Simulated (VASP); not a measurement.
Runs of VASP 6.6.1 on Nb2H. The structure is that of space group Pn-3m (No. 224), or close to it. The cells are those of the table. 

| task | cell | k mesh | cutoff (eV) | gap on the mesh (eV) | pressure (GPa) | relaxed volume (Å³/atom) |
| --- | --- | --- | --- | --- | --- | --- |
| relaxation of cell and atoms | relaxed from a = 4.348 Å, 6 atoms | 10 × 10 × 10 | 600 | none | 0.0 | 13.63 |
| single point | a = 4.348 Å, 6 atoms | 4 × 4 × 4 | 520 | none | -0.5 | - |
| relaxation of cell and atoms | relaxed from a = 4.461 Å, 6 atoms | 4 × 4 × 4 | 600 | none | -0.2 | 13.68 |
| single point | a = 4.344 Å, 6 atoms | 10 × 10 × 10 | 520 | none | (a) | - |

Alike in all rows: level PBE; potentials or basis VASP PAW PBE potentials, release 64 (Nb_sv, H); no spin polarisation; smearing gaussian 0.1 eV.

Problem. Fill in the values left out.

Solution. (a) -0.4.

Caveats: some runs use coarse meshes.

A k mesh can miss the band edges, and the runs leave out spin-orbit coupling on Nb.

A gap of «none» marks levels without a gap at the run's occupations.
